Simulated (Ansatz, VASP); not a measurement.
# Two plane-wave programs on SrCl2

```
Sr Cl
1.0
     0.05219    3.51493    3.51493
     3.51493    0.05219    3.51493
     3.51493    3.51493    0.05219
Sr Cl
1 2
Cartesian
  0.0000 0.0000 0.0000
  1.7616 1.7616 1.7616
  5.3204 5.3204 5.3204
```

Change from the starting cell: epitaxial_111 strain -1.0%.

Alike in both runs: task single point; functional PBE; k mesh 6 × 6 × 6; occupations fermi-dirac, width 0.02 eV; no spin polarisation.

|  | VASP | Ansatz |
| --- | --- | --- |
| version | VASP 6.6.1 | Ansatz 0.2.0 |
| potentials or method | VASP PAW PBE potentials, release 64 (Sr_sv, Cl) | plane waves, PAW |
| plane-wave cutoff (eV) | 520 | 420 |
| valence electrons in the cell | 24 | 24 |

```csv
,VASP,Ansatz,Ansatz less VASP
gap on the k mesh at the Fermi level (eV),5.34,5.34,+0.005
pressure (GPa),1.1,1.0,-0.08
"traceless stress, the component that is largest in VASP (GPa)",-0.13,-0.13,+0.004
```
